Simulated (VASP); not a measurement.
Write the native input for VASP 6.6.1 that does the following.

- Task: relaxation of cell and atoms
- Functional: PBEsol
- Potentials or basis: VASP PAW PBE potentials, release 64 (I, Na_pv)
- Cutoff: 600 eV
- k mesh: 7 × 7 × 7
- Occupations: fermi-dirac, width 0.05 eV
- Spin: no spin polarisation
- Target pressure: 20 GPa
- Dipole correction: no
- Further INCAR settings: ALGO = Normal; EDIFF = 1e-06; IBRION = 2; EDIFFG = -0.02; NSW = 80; ISIF = 3

The structure of NaI lies in POSCAR:

```
NaI
1.0
    0.0000000000      3.2364000000      3.2364000000
    3.2364000000      0.0000000000      3.2364000000
    3.2364000000      3.2364000000      0.0000000000
I Na
1 1
Direct
    0.5000000000      0.5000000000      0.5000000000
    0.0000000000      0.0000000000      0.0000000000
```

One way to write it, as run:

INCAR

```
PREC = Accurate
ENCUT = 600
EDIFF = 1E-6
ISMEAR = -1
SIGMA = 0.05
LREAL = False
LASPH = True
NELM = 80
ALGO = Normal
ISIF = 3
LWAVE = False
LCHARG = False
GGA = PS
IBRION = 2
NSW = 80
EDIFFG = -0.02
PSTRESS = 200.0
```

KPOINTS

```
Automatic mesh
0
Gamma
  7 7 7
```

Potentials or basis: VASP PAW PBE potentials, release 64 (I, Na_pv).

Run with:

```sh
$ cat potpaw_PBE.64/I/POTCAR potpaw_PBE.64/Na_pv/POTCAR > POTCAR
$ mpirun -np 1 vasp_std > vasp.out
```

Results of the run:

```json
{
 "Relaxed volume": "21.50 Å³/atom",
 "Relaxed cell": "a = 3.933 Å, b = 3.933 Å, c = 3.933 Å, α = 60.00°, β = 60.00°, γ = 60.00°",
 "Space group after relaxing (to 0.1 Å)": "Fm-3m (No. 225)",
 "Energy change on relaxing (the run minimises the enthalpy)": "+470.6 meV/atom",
 "Ionic steps": "24",
 "Pressure after relaxing": "19.9 GPa",
 "Band gap on the k mesh": "4.13 eV (least direct gap 5.33 eV)"
}
```

Caveat: the cell is relaxed towards a set pressure, so the run minimises the enthalpy, not the energy; the volume moved by over 15 % at a fixed basis, so the end points are rough; the PAW data sets were made with another functional, which shifts forces and pressure a little; spin-orbit coupling is left out, which moves the levels of the heavy elements; an odd mesh through Γ misses points on the zone boundary, where band edges can lie.

Run time: 2.3 min on 1 thread of Intel(R) Xeon(R) Platinum 8488C (Sapphire Rapids) (shared host), peak memory 0.26 GiB.
